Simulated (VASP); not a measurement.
# ScBr3 in VASP: notebook

The runs below take ScBr3 through single point, with PBE.

All numbers are computed with VASP 6.6.1; they aren't measurements. Logs are shortened: lines on timing, memory, paths and dates and some standing lists are left out, and cuts for length are marked.

## (1) The cell of the first run

The cell holds a sheet with vacuum, 4 atoms: a = 5.924 Å, b = 5.924 Å, c = 15.000 Å, α = 90.00°, β = 90.00°, γ = 90.00°.

## (2) Single point, PBE

INCAR

```
PREC = Accurate
ENCUT = 520
EDIFF = 1E-6
ISMEAR = 0
SIGMA = 0.1
LREAL = False
LASPH = True
NELM = 100
ALGO = Normal
ISIF = 2
LWAVE = False
LCHARG = False
LDIPOL = True
IDIPOL = 3
DIPOL = 0.5 0.5 0.500
GGA = PE
NBANDS = 24
```

KPOINTS

```
regular mesh
0
Gamma
  4 4 1
```

POSCAR

```
ScBr3
1.0
    5.9239190000      0.0000000000      0.0000000000
    0.0000000000      5.9239190000      0.0000000000
    0.0000000000      0.0000000000     15.0000000000
Sc Br
1 3
Direct
    0.0000000000      0.0000000000      0.5000000000
    0.0000000000      0.5000000000      0.4965840000
    0.5000000000      0.0000000000      0.5034160000
    0.5000000000      0.5000000000      0.5000000000
```

Potentials or basis: VASP PAW PBE potentials, release 64 (Sc_sv, Br).

Started as:

```console
cat potpaw_PBE.64/Sc_sv/POTCAR potpaw_PBE.64/Br/POTCAR > POTCAR
mpirun -np 1 vasp_std > vasp.out
```

OUTCAR:

```text
PREC = Accurate
   ENCUT = 520
   EDIFF = 1E-6
   ISMEAR = 0
   LREAL = False
   LASPH = True
   NELM = 100
   ISIF = 2
   GGA = PE

 ion  position               nearest neighbor table
   1  0.000  0.000  0.500-   2 2.96   3 2.96   2 2.96   3 2.96
   2  0.000  0.500  0.497-   1 2.96   1 2.96
   3  0.500  0.000  0.503-   1 2.96   1 2.96
   4  0.500  0.500  0.500-

  LATTYP: Found a simple tetragonal cell.
 ALAT       =     5.9239190000
 C/A-ratio  =     2.5321075457

  Lattice vectors:

 A1 = (   5.9239190000,   0.0000000000,   0.0000000000)
 A2 = (   0.0000000000,   5.9239190000,   0.0000000000)
 A3 = (   0.0000000000,   0.0000000000,  15.0000000000)

Analysis of symmetry for initial positions (statically):
=====================================================================
 Subroutine PRICEL returns:
 Original cell was already a primitive cell.

 Routine SETGRP: Setting up the symmetry group for a
 simple tetragonal supercell.

 Subroutine GETGRP returns: Found  8 space group operations
 (whereof  8 operations were pure point group operations)
 out of a pool of 16 trial point group operations.

The static configuration has the point symmetry D_2d.

Analysis of symmetry for dynamics (positions and initial velocities):
=====================================================================
 Subroutine PRICEL returns:
 Original cell was already a primitive cell.

 Routine SETGRP: Setting up the symmetry group for a
 simple tetragonal supercell.

 Subroutine GETGRP returns: Found  8 space group operations
 (whereof  8 operations were pure point group operations)
 out of a pool of 16 trial point group operations.

The dynamic configuration has the point symmetry D_2d.

 Subroutine INISYM returns: Found  8 space group operations
 (whereof  8 operations are pure point group operations),
 and found     1 'primitive' translations

----------------------------------------------------------------------------------------

                                     Primitive cell

  volume of cell :     526.3922

  direct lattice vectors                    reciprocal lattice vectors
     5.923919000  0.000000000  0.000000000     0.168807170  0.000000000  0.000000000
     0.000000000  5.923919000  0.000000000     0.000000000  0.168807170  0.000000000
     0.000000000  0.000000000 15.000000000     0.000000000  0.000000000  0.066666667

  length of vectors
     5.923919000  5.923919000 15.000000000     0.168807170  0.168807170  0.066666667

  position of ions in fractional coordinates (direct lattice)
     0.000000000  0.000000000  0.500000000
     0.000000000  0.500000000  0.496584000
     0.500000000  0.000000000  0.503416000
     0.500000000  0.500000000  0.500000000

  ion indices of the primitive-cell ions
   primitive index   ion index
                 1           1
                 2           2
                 3           3
                 4           4

----------------------------------------------------------------------------------------

 KPOINTS: regular mesh

Automatic generation of k-mesh.
 Grid dimensions read from file:
 generate k-points for:    4    4    1

 Generating k-lattice:

  Cartesian coordinates                     Fractional coordinates (reciprocal lattice)
     0.042201792  0.000000000  0.000000000     0.250000000  0.000000000  0.000000000
     0.000000000  0.042201792  0.000000000     0.000000000  0.250000000  0.000000000
     0.000000000  0.000000000  0.066666667     0.000000000  0.000000000  1.000000000

  Length of vectors
     0.042201792  0.042201792  0.066666667

  Shift w.r.t. Gamma in fractional coordinates (k-lattice)
     0.000000000  0.000000000  0.000000000

 Subroutine IBZKPT returns following result:
 ===========================================

 Found      6 irreducible k-points:

 Following reciprocal coordinates:
            Coordinates               Weight
  0.000000  0.000000  0.000000      1.000000
  0.250000  0.000000  0.000000      4.000000
  0.500000  0.000000  0.000000      2.000000
  0.250000  0.250000  0.000000      4.000000
  0.500000  0.250000  0.000000      4.000000
  0.500000  0.500000  0.000000      1.000000
   k-points           NKPTS =      6   k-points in BZ     NKDIM =      6   number of bands    NBANDS=     24
   number of dos      NEDOS =    301   number of ions     NIONS =      4
   total plane-waves  NPLWV = 258048
   dimension x,y,z NGX =    48 NGY =   48 NGZ =  112
   dimension x,y,z NGXF=    96 NGYF=   96 NGZF=  224
   ions per type =               1   3
   NGX,Y,Z   is equivalent  to a cutoff of  13.47, 13.47, 12.41 a.u.
   NGXF,Y,Z  is equivalent  to a cutoff of  26.94, 26.94, 24.83 a.u.
 SYSTEM =  unknown system
   PREC   = accura    normal or accurate (medium, high low for compatibility)
   ISTART =      0    job   : 0-new  1-cont  2-samecut
   ICHARG =      2    charge: 1-file 2-atom 10-const
   ISPIN  =      1    spin polarized calculation?
   LNONCOLLINEAR =      F non collinear calculations
   LSORBIT =      F    spin-orbit coupling
   LASPH  =      T    aspherical Exc in radial PAW
   ENCUT  =  520.0 eV  38.22 Ry    6.18 a.u.  11.01 11.01 27.89*2*pi/ulx,y,z
   NELM   =    100;   NELMIN=  2; NELMDL= -5     # of ELM steps
   EDIFF  = 0.1E-05   stopping-criterion for ELM
   LREAL  =      F    real-space projection
   EDIFFG = 0.1E-04   stopping-criterion for IOM
   NSW    =      0    number of steps for IOM
   IBRION =     -1    ionic relax: 0-MD 1-quasi-New 2-CG
   NFREE  =      0    steps in history (QN), initial steepest desc. (CG)
   ISIF   =      2    stress and relaxation
   ISYM   =      2    0-nonsym 1-usesym 2-fastsym
   POTIM  = 0.5000    time-step for ionic-motion
   TEBEG  =    0.0;   TEEND  =   0.0 temperature during run
   PSTRESS=    0.0 pullay stress
   NELECT =      32.0000    total number of electrons
   NUPDOWN=      -1.0000    fix difference up-down
   EMIN   =  10.00;   EMAX   =-10.00  energy-range for DOS
   EFERMI =   0.00;   METHOD = LEGACY
   ISMEAR =     0;   SIGMA  =   0.10  broadening in eV -4-tet -1-fermi 0-gaus
   EFERMI_NEDOS =   21; number of points for ismear=-14 and -15
   IALGO  =     38    algorithm
   IMIX   =      4    mixing-type and parameters
     AMIX     =   0.40;   BMIX     =  1.00
     AMIX_MAG =   1.60;   BMIX_MAG =  1.00
  volume/ion in A,a.u.               =     131.60       888.07
  Fermi-wavevector in a.u.,A,eV,Ry     =   0.643707  1.216430  5.637695  0.414359
  Thomas-Fermi vector in A             =   1.710795
   LORBIT       =      0    0 simple, 1 ext, 2 COOP (PROOUT), +10 PAW based schemes
   GGA     = PE    functional components
   LHFCALC =     F    Hartree Fock is set to
   AEXX    =    0.0000 exact exchange contribution
   IVDW    =     0    specifies the selected vdW correction
   LEPSILON=     F    determine dielectric tensor
   LRPA    =     F    only Hartree local field effects (RPA)
 non-spin polarized calculation
 Gauss-broadening in eV      SIGMA  =   0.10
  energy-cutoff  :      520.00
  volume of cell :      526.39
 maximum number of plane-waves:     14218
 NGX is ok and might be reduce to    48
   NGX = 23   NGY = 23   NGZ = 55

 dipolmoment           0.000000      0.000000      0.000000 electrons x Angstroem

 number of electron      31.9999997 magnetization

 dipolmoment           0.000000      0.000000     -0.000000 electrons x Angstroem

 Free energy of the ion-electron system (eV)
  ---------------------------------------------------
  ext. energy  EPLUGINS =         0.00000000
  ---------------------------------------------------
  free energy    TOTEN  =       -12.10450092 eV

  energy without entropy =      -12.03594775  energy(sigma->0) =      -12.07022434

 E-fermi :  -2.4918     XC(G=0):  -2.6874

 val. band max:       -2.5021015235   @ k =   0.0000   0.0000   0.0000
 cond. band min:      -2.4789930944   @ k =   0.2500   0.0000   0.0000
 fundamental gap:      0.0231084291
 Fermi energy:        -2.4917575540

 k-point     1 :       0.0000    0.0000    0.0000
  band No.  band energies     occupation
      1     -54.1468      2.00000
      2     -32.7758      2.00000
      3     -32.7758      2.00000
      4     -32.7161      2.00000
      5     -18.5558      2.00000
      6     -18.0679      2.00000
[... 16 lines left out ...]
     23       0.6593      0.00000
     24       1.0859      0.00000

 k-point     2 :       0.2500    0.0000    0.0000
  band No.  band energies     occupation
      1     -54.1468      2.00000
      2     -32.7763      2.00000
      3     -32.7758      2.00000
      4     -32.7161      2.00000
      5     -18.4639      2.00000
      6     -18.0967      2.00000
[... 16 lines left out ...]
     23       0.6004      0.00000
     24       1.3469      0.00000

 k-point     3 :       0.5000    0.0000    0.0000
  band No.  band energies     occupation
      1     -54.1468      2.00000
      2     -32.7767      2.00000
      3     -32.7758      2.00000
      4     -32.7161      2.00000
      5     -18.3141      2.00000
      6     -18.1815      2.00000
[... 16 lines left out ...]
     23       0.5454      0.00000
     24       1.3734      0.00000

 k-point     4 :       0.2500    0.2500    0.0000
  band No.  band energies     occupation
      1     -54.1468      2.00000
      2     -32.7762      2.00000
      3     -32.7762      2.00000
      4     -32.7161      2.00000
      5     -18.3769      2.00000
      6     -18.1049      2.00000
[... 16 lines left out ...]
     23       0.4789      0.00000
     24       1.6085      0.00000

 k-point     5 :       0.5000    0.2500    0.0000
  band No.  band energies     occupation
      1     -54.1468      2.00000
      2     -32.7767      2.00000
      3     -32.7762      2.00000
      4     -32.7161      2.00000
      5     -18.2352      2.00000
      6     -18.1613      2.00000
[... 16 lines left out ...]
     23       0.6531      0.00000
     24       1.4934      0.00000

 k-point     6 :       0.5000    0.5000    0.0000
  band No.  band energies     occupation
      1     -54.1468      2.00000
      2     -32.7767      2.00000
      3     -32.7767      2.00000
      4     -32.7161      2.00000
      5     -18.1410      2.00000
      6     -18.1410      2.00000
[... 16 lines left out ...]
     23       1.5223      0.00000
     24       1.5400      0.00000

------------------------ aborting loop because EDIFF is reached ----------------------------------------

 vacuum level on the upper side and lower side of the slab       (xc-potential included)        -0.430        -0.430

  FORCE on cell =-STRESS in cart. coord.  units (eV):
  Direction    XX          YY          ZZ          XY          YZ          ZX
  --------------------------------------------------------------------------------------
  -------------------------------------------------------------------------------------
  Total       -1.5000630     -1.5000630     -0.0089174      0.0000000      0.0000000     -0.0000000
  in kB       -4.5657338     -4.5657338     -0.0271420      0.0000000      0.0000000     -0.0000000
  external PRESSURE =      -3.0528699 kB  Pullay stress =       0.0000000 kB

 VOLUME and BASIS-vectors are now :
 -----------------------------------------------------------------------------
  energy-cutoff  :      520.00
  volume of cell :      526.39
      direct lattice vectors                 reciprocal lattice vectors
     5.923919000  0.000000000  0.000000000     0.168807170  0.000000000  0.000000000
     0.000000000  5.923919000  0.000000000     0.000000000  0.168807170  0.000000000
     0.000000000  0.000000000 15.000000000     0.000000000  0.000000000  0.066666667

 POSITION                                       TOTAL-FORCE (eV/Angst)
 -----------------------------------------------------------------------------------
      0.00000      0.00000      7.50000         0.000000     -0.000000      0.000000
      0.00000      2.96196      7.44876        -0.000000     -0.000000      0.032451
      2.96196      0.00000      7.55124        -0.000000     -0.000000     -0.032451
      2.96196      2.96196      7.50000        -0.000000      0.000000      0.000000
 -----------------------------------------------------------------------------------
    total drift:                                0.000000     -0.000000     -0.000000

  FREE ENERGIE OF THE ION-ELECTRON SYSTEM (eV)
  ---------------------------------------------------
  free  energy   TOTEN  =       -12.1045009167 eV

  energy  without entropy=      -12.0359477535  energy(sigma->0) =      -12.07022434

 vacuum level on the upper side and lower side of the slab         1.194         1.194
```

Wall time 2.6 min (1 thread of Intel Xeon Platinum 8375C at 2.90GHz (Ice Lake), shared host); peak memory 0.57 GiB.

Results:

```yaml
Free_energy: -12.1045 eV
Largest_force: 0.032 eV/Å
Band_gap_on_the_k_mesh: zero (filled and empty bands touch)
```

Forces in eV/Å, atoms in the order of the input:
```
Sc   0.000  0.000  0.000
Br   0.000  0.000  0.032
Br   0.000  0.000 -0.032
Br   0.000  0.000  0.000
```

## (3) Single point, PBE

This run uses another cell than the first one, of 203.54 Å³/atom, 1.547 times its volume.

INCAR

```
  PREC = Accurate
  ENCUT = 520
  EDIFF = 1E-7
  ISMEAR = 0
  SIGMA = 0.1
  LREAL = F
  LASPH = T
  NELM = 80
  ALGO = Normal
  ISIF = 2
  LWAVE = F
  LCHARG = F
  LDIPOL = T
  IDIPOL = 3
  DIPOL = 0.5 0.5 0.312
  GGA = PE
  NBANDS = 24
```

KPOINTS is that of step 2.

POSCAR

```
ScBr3
1.0
    5.8237463610      0.0000000000      0.0000000000
    0.0000000000      5.8237463610      0.0000000000
    0.0000000000      0.0000000000     24.0049600000
Sc Br
1 3
Direct
    0.0000000000      0.0000000000      0.3124354300
    0.0000000000      0.5000000000      0.3124450246
    0.5000000000      0.0000000000      0.3124258354
    0.5000000000      0.5000000000      0.3124354300
```

Potentials or basis: VASP PAW PBE potentials, release 64 (Sc_sv, Br).

Started as:

```console
cat potpaw_PBE.64/Sc_sv/POTCAR potpaw_PBE.64/Br/POTCAR > POTCAR
mpirun -np 1 vasp_std > vasp.out
```

Wall time 5.1 min (1 thread of Intel Xeon Platinum 8375C at 2.90GHz (Ice Lake), shared host); peak memory 0.84 GiB.

It converged, with:

- Free energy: -12.1300 eV
- Band gap on the k mesh: zero (filled and empty bands touch)

Levels at points of the mesh, in eV from the Fermi level:
```csv
k point,band 12,band 13,band 14,band 15,band 16,band 17,band 18,band 19,band 20,band 21
"(0.00, 0.00, 0.00)",-4.16,-3.36,-1.67,-0.15,-0.02,0.13,0.13,0.30,0.65,0.65
"(0.50, 0.00, 0.00)",-3.62,-3.37,-2.27,-1.94,0.03,0.15,0.18,0.43,0.60,0.77
"(0.50, 0.50, 0.00)",-3.62,-3.29,-2.49,-2.49,-2.33,0.06,0.60,0.60,0.73,2.07
```
